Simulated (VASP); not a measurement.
Here is a VASP 6.6.1 calculation.

INCAR

```
SYSTEM = CuO
PREC = Accurate
ENCUT = 520
EDIFF = 1E-7
ISMEAR = 0
SIGMA = 0.05
LREAL = .False.
LASPH = .True.
NELM = 150
ALGO = Normal
ISIF = 2
LWAVE = .False.
LCHARG = .False.
ISPIN = 2
MAGMOM = 1 1 0 0
LORBIT = 11
LMAXMIX = 4
LDAU = .True.
LDAUTYPE = 2
LDAUL = 2 -1
LDAUU = 4 0
LDAUJ = 0 0
LDAUPRINT = 1
GGA = PE
NBANDS = 29
```

Contents of KPOINTS:

```
Automatic mesh
0
Gamma
  5 5 3
  0 0 0
```

Contents of POSCAR:

```
CuO
1.0
    2.3446497598     -1.7133998245      0.0000000000
    2.3446497598      1.7133998245      0.0000000000
   -0.8605499118      0.0000000000      5.0594394815
Cu O
2 2
Direct
    0.0032000000      0.4968000000      0.0000000000
    0.4968000000      0.0032000000      0.5000000000
    0.5714000000      0.4056000000      0.2537000000
    0.4056000000      0.5714000000      0.7537000000
```

Potentials or basis: VASP PAW PBE potentials, release 64 (Cu, O).

Launch:

```sh
$ cat potpaw_PBE.64/Cu/POTCAR potpaw_PBE.64/O/POTCAR > POTCAR
$ mpirun -np 1 vasp_std > vasp.out
```

Question: Estimate the net moment.

Answer: 2.00 μB per cell.

Question: Predict the pressure.

Answer: 4.9 GPa.

Question: Estimate the largest force.

Answer: 0.809 eV/Å.

Forces on the atoms (eV/Å):
```
Cu  -0.692  0.302  0.291
Cu  -0.692 -0.302  0.291
O    0.692  0.101 -0.291
O    0.692 -0.101 -0.291
```

Caveat: the k points lie up to 0.46 Å⁻¹ apart.
